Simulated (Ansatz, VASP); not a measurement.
La2O3: VASP beside Ansatz

```
La O
1.0
     3.93078    0.00000    0.00000
    -1.96539    3.40415    0.00000
     0.00000    0.00000    6.11195
La O
2 3
Direct
  0.66667 0.33333 0.75376
  0.33333 0.66667 0.24624
  0.66667 0.33333 0.35411
  0.33333 0.66667 0.64589
  0.00000 0.00000 0.00000
```

Alike in both runs: task single point; functional BLYP; k mesh 6 × 6 × 4; no spin polarisation.

|  | VASP | Ansatz |
| --- | --- | --- |
| version | VASP 6.6.1 | Ansatz 0.2.0 |
| potentials or method | VASP PAW PBE potentials, release 64 (La, O) | plane waves, PAW |
| plane-wave cutoff (eV) | 520 | 420 |
| occupations | gaussian, width 0.01 eV | fixed |
| valence electrons in the cell | 40 | 40 |

Ansatz gave:

```
gap on the k mesh at the Fermi level (eV)                     : 3.92
pressure (GPa)                                                : 6.9
traceless stress, the component that is largest in VASP (GPa) : 0.21
```

**Question.** Estimate VASP's values.

**Answer.** gap on the k mesh at the Fermi level (eV): 3.91; pressure (GPa): 6.6; traceless stress, the component that is largest in VASP (GPa): 0.23.

VASP's potentials were made for PBE, not for BLYP.

Spin-orbit coupling is off throughout.
